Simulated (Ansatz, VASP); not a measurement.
## Na3CoMo: VASP beside Ansatz

```
Na Co Mo
1.0
     5.82464    0.00000    0.00000
     0.00000    5.82464    0.00000
     0.00000    0.00000    5.82464
Na Co Mo
3 1 1
Direct
  0.00000 0.50000 0.50000
  0.50000 0.00000 0.50000
  0.50000 0.50000 0.00000
  0.00000 0.00000 0.00000
  0.50000 0.50000 0.50000
```

Alike in both runs: functional PBE; k mesh 4 × 4 × 4; occupations gaussian, width 0.1 eV; collinear spin.

Ansatz relaxed the structure, and its values are those at the end. VASP's run is a single point on that final structure, the one shown.

|  | VASP | Ansatz |
| --- | --- | --- |
| version | VASP 6.6.1 | Ansatz 0.2.0 |
| potentials or method | VASP PAW PBE potentials, release 64 (Na_pv, Co, Mo_sv), cutoff 520 eV | scalar-relativistic, plane waves, PAW |
| valence electrons in the cell | 44 | 58 |

```csv
,VASP,Ansatz,Ansatz less VASP
gap on the k mesh at the Fermi level (eV),none,none,-
pressure (GPa),0.0,0.0,-0.02
net moment per atom (μB),1.33,1.33,+0.001
size of the moment on the site where the two differ most (μB),3.75,3.53,-0.216
```

Site moments also hang on the region over which each program counts them. A gap of «none» marks a metal or a gap that the smearing closes. The functional is the same, so the differences come from potentials, cutoffs and numerics. VASP's potentials hold 44 valence electrons a cell and Ansatz's 58, so a difference there can come from the potentials and not from the codes. Ansatz's warnings: cell relax basis refresh.
